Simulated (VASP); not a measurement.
# Mg2CdS3 in VASP: a series of runs

Runs on Mg2CdS3. Level: PBE. Tasks: single point, relaxation of cell and atoms.

Everything below comes from runs of VASP 6.6.1. Logs are shortened: lines on timing, memory, paths and dates and some standing lists are left out, and cuts for length are marked.

## 1. The cell of the first run

The structure is tetragonal, space group I-4m2 (No. 119). Conventional cell: a = 4.090 Å, b = 4.090 Å, c = 17.249 Å, α = 90.00°, β = 90.00°, γ = 90.00°. Mg (site symmetry 2mm) has 4 S at 2.47 to 2.48 Å within 3.3 Å. Within 3.3 Å of Mg (site symmetry 2mm) lie 4 S at 2.47 to 2.48 Å. Within 3.4 Å of Cd (site symmetry -4m2) lie 4 S at 2.56 Å. S (site symmetry 2mm) has 2 Mg at 2.47 Å and 2 Cd at 2.56 Å within 3.3 Å. Within 3.3 Å of S (site symmetry -4m2) lie 4 Mg at 2.48 Å. S (site symmetry 2mm) has 2 Mg at 2.47 Å and 2 Cd at 2.56 Å within 3.3 Å.

## 2. Single point, PBE

Contents of INCAR:

```
  PREC = Accurate
  ENCUT = 520
  EDIFF = 1E-7
  ISMEAR = 0
  SIGMA = 0.1
  LREAL = False
  LASPH = True
  NELM = 80
  ALGO = Normal
  ISIF = 2
  LWAVE = False
  LCHARG = True
  GGA = PE
  LELF = True
  LVHAR = True
  NBANDS = 46
```

Contents of KPOINTS:

```
regular mesh
0
Gamma
  4 2 4
```

Contents of POSCAR:

```
Mg2CdS3
1.0
    0.0000000000     -4.0896898116      0.0000000000
    8.1793796233      0.0000000000      0.0000000000
   -2.0448449058      2.0448449058      8.6242615142
Mg Cd S
4 2 6
Direct
    0.8308654297      0.4154327148      0.6617308593
    0.8308654297      0.9154327148      0.6617308593
    0.1691345703      0.0845672852      0.3382691407
    0.1691345703      0.5845672852      0.3382691407
    0.5000000000      0.2500000000      0.0000000000
    0.5000000000      0.7500000000      0.0000000000
    0.5890493343      0.0445246671      0.1780986685
    0.5890493343      0.5445246671      0.1780986685
    0.2500000000      0.3750000000      0.5000000000
    0.2500000000      0.8750000000      0.5000000000
    0.9109506657      0.2054753329      0.8219013315
    0.9109506657      0.7054753329      0.8219013315
```

Potentials or basis: VASP PAW PBE potentials, release 64 (Mg, Cd, S).

On the command line:

```
> cat potpaw_PBE.64/Mg/POTCAR potpaw_PBE.64/Cd/POTCAR potpaw_PBE.64/S/POTCAR > POTCAR
> mpirun -np 1 vasp_std > vasp.out
```

OUTCAR:

```text
PREC = Accurate
   ENCUT = 520
   EDIFF = 1E-7
   ISMEAR = 0
   LREAL = False
   LASPH = True
   NELM = 80
   ISIF = 2
   GGA = PE

 ion  position               nearest neighbor table
   1  0.831  0.415  0.662-  11 2.47  12 2.47   9 2.48   9 2.48
   2  0.831  0.915  0.662-  12 2.47  11 2.47  10 2.48  10 2.48
   3  0.169  0.085  0.338-   7 2.47   7 2.47   9 2.48  10 2.48
   4  0.169  0.585  0.338-   8 2.47   8 2.47  10 2.48   9 2.48
   5  0.500  0.250  0.000-  11 2.56   8 2.56  11 2.56   7 2.56
   6  0.500  0.750  0.000-  12 2.56   7 2.56  12 2.56   8 2.56
   7  0.589  0.045  0.178-   3 2.47   3 2.47   6 2.56   5 2.56
   8  0.589  0.545  0.178-   4 2.47   4 2.47   5 2.56   6 2.56
   9  0.250  0.375  0.500-   1 2.48   3 2.48   1 2.48   4 2.48
  10  0.250  0.875  0.500-   2 2.48   4 2.48   2 2.48   3 2.48
  11  0.911  0.205  0.822-   1 2.47   2 2.47   5 2.56   5 2.56
  12  0.911  0.705  0.822-   2 2.47   1 2.47   6 2.56   6 2.56

  LATTYP: Found a base centered monoclinic cell.
 ALAT       =    17.7267343134
 B/A-ratio  =     0.2307074580
 C/A-ratio  =     0.4614149160
 COS(beta)  =    -0.2307074580

  Lattice vectors:

 A1 = (  -2.0448449058,   2.0448449058,   8.6242615142)
 A2 = (  -2.0448449058,  -2.0448449058,   8.6242615142)
 A3 = (   8.1793796233,   0.0000000000,   0.0000000000)

Analysis of symmetry for initial positions (statically):
=====================================================================
 Subroutine PRICEL returns following result:

  LATTYP: Found a body centered tetragonal cell.
 ALAT       =     4.0896898116
 C/A-ratio  =     4.2175626571

  Lattice vectors:

 A1 = (  -2.0448449059,  -2.0448449058,  -8.6242615142)
 A2 = (   2.0448449058,   2.0448449058,  -8.6242615142)
 A3 = (   2.0448449059,  -2.0448449058,   8.6242615142)

   2 primitive cells build up your supercell.

 Routine SETGRP: Setting up the symmetry group for a
 base centered monoclinic supercell.

 Subroutine GETGRP returns: Found  2 space group operations
 (whereof  2 operations were pure point group operations)
 out of a pool of  4 trial point group operations.

The static configuration has the point symmetry C_1h.

Analysis of symmetry for dynamics (positions and initial velocities):
=====================================================================
 Subroutine PRICEL returns following result:

  LATTYP: Found a body centered tetragonal cell.
 ALAT       =     4.0896898116
 C/A-ratio  =     4.2175626571

  Lattice vectors:

 A1 = (  -2.0448449059,  -2.0448449058,  -8.6242615142)
 A2 = (   2.0448449058,   2.0448449058,  -8.6242615142)
 A3 = (   2.0448449059,  -2.0448449058,   8.6242615142)

   2 primitive cells build up your supercell.

 Routine SETGRP: Setting up the symmetry group for a
 base centered monoclinic supercell.

 Subroutine GETGRP returns: Found  2 space group operations
 (whereof  2 operations were pure point group operations)
 out of a pool of  4 trial point group operations.

The dynamic configuration has the point symmetry C_1h.

 Subroutine INISYM returns: Found  2 space group operations
 (whereof  2 operations are pure point group operations),
 and found     2 'primitive' translations

----------------------------------------------------------------------------------------

                                     Primitive cell

  volume of cell :     144.2456

  direct lattice vectors                    reciprocal lattice vectors
    -2.044844906 -2.044844906 -8.624261514     0.000000000 -0.244517322 -0.057975978
[... 50 lines left out ...]
|           WW  WW  A    A  R   R   N   NN  II  N   NN  G    G                |
|           W    W  A    A  R    R  N    N  II  N    N   GGGG   !!!           |
|                                                                             |
|     Your reciprocal lattice and k-lattice belong to different lattice       |
|     classes:                                                                |
|                                                                             |
|        The reciprocal lattice is base-centered monoclinic,                  |
|        whereas your k-lattice is body-centered tetragonal.                  |
|                                                                             |
|     Results are often still useful ...                                      |
|                                                                             |
 -----------------------------------------------------------------------------

 Subroutine IBZKPT returns following result:
 ===========================================

 Found     14 irreducible k-points:

 Following reciprocal coordinates:
            Coordinates               Weight
  0.000000  0.000000  0.000000      1.000000
  0.250000  0.000000 -0.000000      4.000000
  0.500000  0.000000 -0.000000      2.000000
  0.000000  0.500000 -0.000000      1.000000
  0.250000  0.500000 -0.000000      4.000000
[... 21 lines left out ...]
   ISPIN  =      1    spin polarized calculation?
   LNONCOLLINEAR =      F non collinear calculations
   LSORBIT =      F    spin-orbit coupling
   LASPH  =      T    aspherical Exc in radial PAW
   ENCUT  =  520.0 eV  38.22 Ry    6.18 a.u.   7.60 15.21 16.91*2*pi/ulx,y,z
   NELM   =     80;   NELMIN=  2; NELMDL= -5     # of ELM steps
   EDIFF  = 0.1E-06   stopping-criterion for ELM
   LREAL  =      F    real-space projection
   EDIFFG = 0.1E-05   stopping-criterion for IOM
   NSW    =      0    number of steps for IOM
   IBRION =     -1    ionic relax: 0-MD 1-quasi-New 2-CG
   NFREE  =      0    steps in history (QN), initial steepest desc. (CG)
   ISIF   =      2    stress and relaxation
   ISYM   =      2    0-nonsym 1-usesym 2-fastsym
   POTIM  = 0.5000    time-step for ionic-motion
   TEBEG  =    0.0;   TEEND  =   0.0 temperature during run
   PSTRESS=    0.0 pullay stress
   NELECT =      68.0000    total number of electrons
   NUPDOWN=      -1.0000    fix difference up-down
   EMIN   =  10.00;   EMAX   =-10.00  energy-range for DOS
   EFERMI =   0.00;   METHOD = LEGACY
   ISMEAR =     0;   SIGMA  =   0.10  broadening in eV -4-tet -1-fermi 0-gaus
   EFERMI_NEDOS =   21; number of points for ismear=-14 and -15
   IALGO  =     38    algorithm
   IMIX   =      4    mixing-type and parameters
     AMIX     =   0.40;   BMIX     =  1.00
     AMIX_MAG =   1.60;   BMIX_MAG =  1.00
  volume/ion in A,a.u.               =      24.04       162.24
  Fermi-wavevector in a.u.,A,eV,Ry     =   1.011270  1.911022 13.914216  1.022666
  Thomas-Fermi vector in A             =   2.144309
   LORBIT       =      0    0 simple, 1 ext, 2 COOP (PROOUT), +10 PAW based schemes
   GGA     = PE    functional components
   LHFCALC =     F    Hartree Fock is set to
   AEXX    =    0.0000 exact exchange contribution
   IVDW    =     0    specifies the selected vdW correction
   LEPSILON=     F    determine dielectric tensor
   LRPA    =     F    only Hartree local field effects (RPA)
 non-spin polarized calculation
 Gauss-broadening in eV      SIGMA  =   0.10
  energy-cutoff  :      520.00
  volume of cell :      288.49
 maximum number of plane-waves:      7794
   NGX = 15   NGY = 31   NGZ = 33

 number of electron      68.0000020 magnetization

 Free energy of the ion-electron system (eV)
  ---------------------------------------------------
  ext. energy  EPLUGINS =         0.00000000
  ---------------------------------------------------
  free energy    TOTEN  =       -46.12832853 eV

  energy without entropy =      -46.12832853  energy(sigma->0) =      -46.12832853

 E-fermi :   1.4623     XC(G=0):  -8.5464

 val. band max:        1.0310358205   @ k =   0.0000   0.0000   0.0000
 cond. band min:       3.4034442852   @ k =   0.0000   0.0000   0.0000
 fundamental gap:      2.3724084647
 Fermi energy:         1.4623223213

 k-point     1 :       0.0000    0.0000    0.0000
  band No.  band energies     occupation
      1     -10.5717      2.00000
      2     -10.1437      2.00000
      3     -10.1206      2.00000
      4     -10.0813      2.00000
      5      -9.8821      2.00000
      6      -9.8444      2.00000
[... 675 lines left out ...]
     45       8.2589      0.00000
     46       8.2589      0.00000

------------------------ aborting loop because EDIFF is reached ----------------------------------------

  FORCE on cell =-STRESS in cart. coord.  units (eV):
  Direction    XX          YY          ZZ          XY          YZ          ZX
  --------------------------------------------------------------------------------------
  -------------------------------------------------------------------------------------
  Total        0.1306217      0.1298479     -0.0601369      0.0000000      0.0000000     -0.0002924
  in kB        0.7254264      0.7211291     -0.3339790      0.0000000      0.0000000     -0.0016237
  external PRESSURE =       0.3708588 kB  Pullay stress =       0.0000000 kB

 VOLUME and BASIS-vectors are now :
 -----------------------------------------------------------------------------
  energy-cutoff  :      520.00
  volume of cell :      288.49
      direct lattice vectors                 reciprocal lattice vectors
     0.000000000 -4.089689812  0.000000000     0.000000000 -0.244517322  0.057975978
     8.179379623  0.000000000  0.000000000     0.122258661  0.000000000  0.028987989
    -2.044844906  2.044844906  8.624261514     0.000000000  0.000000000  0.115951957

 POSITION                                       TOTAL-FORCE (eV/Angst)
 -----------------------------------------------------------------------------------
      2.04484     -2.04484      5.70694        -0.000000      0.000000     -0.000373
      6.13453     -2.04484      5.70694        -0.000000      0.000000     -0.000373
      0.00000      0.00000      2.91732         0.000001     -0.000000      0.000373
      4.08969      0.00000      2.91732         0.000001     -0.000000      0.000373
      2.04484     -2.04484      0.00000         0.000002     -0.000000     -0.000003
      6.13453     -2.04484      0.00000         0.000002      0.000000     -0.000003
     -0.00000     -2.04484      1.53597         0.000027      0.000000      0.055561
      4.08969     -2.04484      1.53597         0.000027      0.000000      0.055561
      2.04484      0.00000      4.31213        -0.000001      0.000000      0.000000
      6.13453      0.00000      4.31213        -0.000001      0.000000      0.000000
      0.00000     -2.04484      7.08829        -0.000029      0.000000     -0.055559
      4.08969     -2.04484      7.08829        -0.000029      0.000000     -0.055559
 -----------------------------------------------------------------------------------
    total drift:                                0.000003     -0.000008     -0.000001

  FREE ENERGIE OF THE ION-ELECTRON SYSTEM (eV)
  ---------------------------------------------------
  free  energy   TOTEN  =       -46.1283285342 eV

  energy  without entropy=      -46.1283285342  energy(sigma->0) =      -46.12832853
```

Wall time 2.8 min (1 thread of Intel Xeon 6975P-C (Granite Rapids), shared host); peak memory 0.44 GiB.

Results:

* Free energy: -46.1283 eV
* Pressure: 0.0 GPa
* Largest force: 0.056 eV/Å
* Band gap on the k mesh: 2.37 eV

Forces on the atoms (eV/Å):
```
Mg   0.000  0.000  0.000
Mg   0.000  0.000  0.000
Mg   0.000  0.000  0.000
Mg   0.000  0.000  0.000
Cd   0.000  0.000  0.000
Cd   0.000  0.000  0.000
S    0.000  0.000  0.056
S    0.000  0.000  0.056
S    0.000  0.000  0.000
S    0.000  0.000  0.000
S    0.000  0.000 -0.056
S    0.000  0.000 -0.056
```

Stress tensor (GPa, compression positive):
```
 0.07  0.00  0.00
 0.00  0.07  0.00
 0.00  0.00 -0.03
```

## 3. Relaxation of cell and atoms, PBE

This run uses another cell than the first one: it holds 6 atoms, not 12.

Contents of INCAR:

```
SYSTEM = Mg2CdS3
ALGO = Normal
EDIFF = 1E-7
EDIFFG = -0.04
ENCUT = 600
GGA = PE
IBRION = 2
ISIF = 3
ISMEAR = 0
LASPH = .TRUE.
LCHARG = .FALSE.
LREAL = .FALSE.
LWAVE = .FALSE.
NELM = 80
NSW = 90
PREC = Accurate
SIGMA = 0.1
```

Contents of KPOINTS:

```
k-points
0
G
  6 6 6
  0 0 0
```

Contents of POSCAR:

```
Mg2CdS3
1.0
   -1.9652988200      1.9652988200      8.3380567300
    1.9652988200     -1.9652988200      8.3380567300
    1.9652988200      1.9652988200     -8.3380567300
Mg Cd S
2 1 3
Direct
    0.8333333300      0.8333333300      0.0000000000
    0.1666666700      0.1666666700      0.0000000000
    0.5000000000      0.5000000000      0.0000000000
    0.5833333300      0.0833333300      0.5000000000
    0.2500000000      0.7500000000      0.5000000000
    0.9166666700      0.4166666700      0.5000000000
```

Potentials or basis: VASP PAW PBE potentials, release 64 (Mg, Cd, S).

On the command line:

```
> cat potpaw_PBE.64/Mg/POTCAR potpaw_PBE.64/Cd/POTCAR potpaw_PBE.64/S/POTCAR > POTCAR
> mpirun -np 1 vasp_std > vasp.out
```

Wall time 19 min (1 thread of Intel Xeon 6975P-C (Granite Rapids), shared host); peak memory 0.85 GiB.

The run converged. Its results:

```yaml
Free_energy: -23.0791 eV
Relaxed_volume: 24.11 Å³/atom
Relaxed_cell: a = 9.119 Å, b = 9.119 Å, c = 9.119 Å, α = 154.09°, β = 154.09°, γ = 36.98°
Space_group_after_relaxing_to_0.1_Å: I-4m2 (No. 119)
Energy_gained_by_relaxing: 78.5 meV/atom
Ionic_steps: 7
Pressure_after_relaxing: -0.2 GPa
Largest_force_after_relaxing: 0.028 eV/Å
Band_gap_on_the_k_mesh: 2.36 eV
```

Forces in eV/Å, atoms in the order of the input:
```
Mg   0.000  0.000 -0.028
Mg   0.000  0.000  0.028
Cd   0.000  0.000  0.000
S    0.000  0.000 -0.027
S    0.000  0.000  0.000
S    0.000  0.000  0.027
```

Stress tensor (GPa, compression positive):
```
-0.13  0.00  0.00
 0.00 -0.13  0.00
 0.00  0.00 -0.21
```

The path:
```
step  energy change (eV)  largest force (eV/Å)  pressure (GPa)  volume (Å³)
   1              0.0000                1.1431            8.51       128.82
   2             -0.4000                0.1988           -2.27       151.27
   3             -0.4404                0.3694           -0.25       145.36
   4             -0.4540                0.2415           -0.12       144.85
   5             -0.4671                0.1845            0.24       143.66
   6             -0.4710                0.0561           -0.08       144.46
   7             -0.4711                0.0277           -0.15       144.64
```

Final structure:
```
Mg Cd S
1.0
    -2.04478    2.04478    8.64863
     2.04478   -2.04478    8.64863
     2.04478    2.04478   -8.64863
Mg Cd S
2 1 3
Direct
  0.83082 0.83082 0.00000
  0.16918 0.16918 0.00000
  0.50000 0.50000 0.00000
  0.58951 0.08951 0.50000
  0.25000 0.75000 0.50000
  0.91049 0.41049 0.50000
```

Levels at points of the mesh, in eV from the valence-band top:
```csv
k point,band 14,band 15,band 16,band 17,band 18,band 19,band 20,band 21
"(0.00, 0.00, 0.00)",-1.01,-0.12,0.00,0.00,2.36,4.33,4.48,5.36
"(0.50, 0.00, 0.00)",-0.72,-0.70,-0.50,-0.24,3.87,5.06,5.51,6.32
"(0.50, 0.50, 0.00)",-1.57,-1.53,-1.32,-1.29,3.72,4.58,4.83,4.92
"(0.50, 0.50, 0.50)",-0.67,-0.67,-0.18,-0.18,3.47,3.77,4.24,5.15
```

A k mesh can miss the band edges.

## 4. Single point, PBE

Contents of INCAR:

```
PREC     = Accurate       # precision mode
ENCUT    = 520            # plane-wave cutoff, eV
EDIFF    = 1E-6           # SCF threshold, eV
ISMEAR   = 0              # smearing method
SIGMA    = 0.1            # smearing width, eV
LREAL    = F              # projectors in reciprocal space
LASPH    = T              # aspherical terms in the spheres
NELM     = 60             # most SCF steps
ALGO     = Normal         # electronic algorithm
ISIF     = 2              # what is computed and relaxed
LWAVE    = F              # write WAVECAR
LCHARG   = F              # write CHGCAR
GGA      = PE             # functional
NBANDS   = 46             # bands
```

Contents of KPOINTS:

```
Automatic mesh
0
Gamma
  4 2 4
```

Contents of POSCAR:

```
Mg2CdS3
1.0
   -0.0014424343     -4.0903804144      0.0003182687
    8.1788552031      0.0028236117     -0.0004088324
   -2.0443847188      2.0437664900      8.6261101114
Mg Cd S
4 2 6
Direct
    0.8308522171      0.4153892896      0.6616824686
    0.8307734808      0.9153964126      0.6616932280
    0.1695253826      0.0845595309      0.3382456693
    0.1688529645      0.5845700148      0.3383105394
    0.4994121577      0.2500192500     -0.0000365750
    0.5003037129      0.7499910636     -0.0000024517
    0.5896100761      0.0446251254      0.1783316039
    0.5889454794      0.5446047013      0.1783689659
    0.2500812480      0.3749946193      0.5000184683
    0.2499898675      0.8750301947      0.5000191547
    0.9104593689      0.2054155653      0.8216799877
    0.9111940445      0.7054042324      0.8216889410
```

On the command line:

```
> cat potpaw_PBE.64/Mg/POTCAR potpaw_PBE.64/Cd/POTCAR potpaw_PBE.64/S/POTCAR > POTCAR
> mpirun -np 1 vasp_std > vasp.out
```

Wall time 2.9 min (1 thread of Intel Xeon 6975P-C (Granite Rapids), shared host); peak memory 0.48 GiB.

The run converged. Its results:

* Free energy: -46.1287 eV
* Pressure: 0.0 GPa
* Largest force: 0.038 eV/Å
* Band gap on the k mesh: 2.37 eV

Forces on the atoms (eV/Å):
```
Mg   0.000  0.000 -0.006
Mg   0.000  0.000 -0.006
Mg   0.000  0.001  0.008
Mg   0.000 -0.001  0.006
Cd   0.000 -0.002  0.001
Cd   0.000  0.000  0.000
S   -0.001  0.002  0.037
S    0.000  0.000  0.038
S    0.000  0.000  0.000
S    0.000  0.000  0.000
S    0.000  0.000 -0.038
S    0.000  0.001 -0.038
```

Stress tensor (GPa, compression positive):
```
 0.06 -0.01  0.00
-0.01  0.05  0.00
 0.00  0.00 -0.06
```

Levels at points of the mesh, in eV from the valence-band top:
```tsv
k point	band 32	band 33	band 34	band 35	band 36	band 37
(0.00, 0.00, 0.00)	-0.12	0.00	0.00	2.37	3.89	4.32
(0.50, 0.00, 0.00)	-0.70	-0.50	-0.25	3.71	3.89	4.62
(0.00, 0.50, 0.00)	-0.48	-0.10	-0.10	3.67	3.67	4.91
(0.50, 0.50, 0.00)	-0.95	-0.82	-0.82	4.40	4.40	4.90
(0.00, 0.00, 0.50)	-0.25	-0.19	-0.18	3.49	3.76	3.89
(0.50, 0.00, 0.50)	-0.70	-0.50	-0.25	3.71	3.89	4.61
(0.00, 0.50, 0.50)	-0.31	-0.16	-0.16	3.67	3.67	4.63
(0.50, 0.50, 0.50)	-0.95	-0.82	-0.82	4.40	4.40	4.89
```

## 5. Summary

| task | cell | k mesh | cutoff (eV) | gap on the mesh (eV) | pressure (GPa) | largest force (eV/Å) |
| --- | --- | --- | --- | --- | --- | --- |
| single point | a = 4.090, b = 8.179, c = 9.096 Å, angles 103.0, 103.0, 90.0°, 12 atoms, atomic positions A | 4 × 2 × 4 | 520 | 2.37 | 0.0 | 0.06 |
| relaxation of cell and atoms | relaxed from a = 8.789 Å, angles 154.2, 154.2, 36.9°, 6 atoms, atomic positions B | 6 × 6 × 6 | 600 | 2.36 | -0.2 | 0.03 |
| single point | a = 4.090, b = 8.179, c = 9.098 Å, angles 103.0, 103.0, 90.0°, 12 atoms, atomic positions A | 4 × 2 × 4 | 520 | 2.37 | 0.0 | 0.04 |

Alike in all rows: level PBE; potentials or basis VASP PAW PBE potentials, release 64 (Mg, Cd, S); no spin polarisation; smearing gaussian 0.1 eV.

Total energies depend on the potentials used, so only differences within one code and one set of settings carry meaning.
